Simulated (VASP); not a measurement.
The system is Sn.

```
Sn
1.0
     0.00000    1.89659    1.89659
     1.89659    0.00000    1.89659
     1.89659    1.89659    0.00000
Sn
1
Direct
  0.00000 0.00000 0.00000
```

```yaml
Program: VASP 6.6.1
Task: relaxation of cell and atoms
Functional: PBEsol
Potentials_or_basis: VASP PAW PBE potentials, release 64 (Sn_d)
Cutoff: 600 eV
k_mesh: 8 × 8 × 8
Occupations: gaussian, width 0.1 eV
Spin: no spin polarisation
```

At the start: pressure 177.9 GPa; volume 13.64 Å³/atom.

How do energy, volume and symmetry change on relaxing?

Over 6 steps the energy falls by 3828.0 meV/atom and the volume is 26.62 Å³/atom (+95.1 %); space group Fm-3m (No. 225, to 0.05 Å).

Step by step:
```tsv
step	energy change (eV)	largest force (eV/Å)	pressure (GPa)	volume (Å³)
1	0.0000	0.0000	177.89	13.64
2	-1.5068	0.0000	-12.77	70.75
3	-3.7025	0.0000	-6.89	31.47
4	-3.7725	0.0000	-5.13	29.62
5	-3.8245	0.0000	1.69	25.80
6	-3.8280	0.0000	-0.25	26.62
```

Final structure:
```
Sn
1.0
     0.00000    2.36997    2.36997
     2.36997    0.00000    2.36997
     2.36997    2.36997    0.00000
Sn
1
Direct
  0.00000 0.00000 0.00000
```

Caveat: the volume moved by over 15 % at a fixed basis, so the end points are rough; the PAW data sets were made with another functional, which shifts forces and pressure a little.
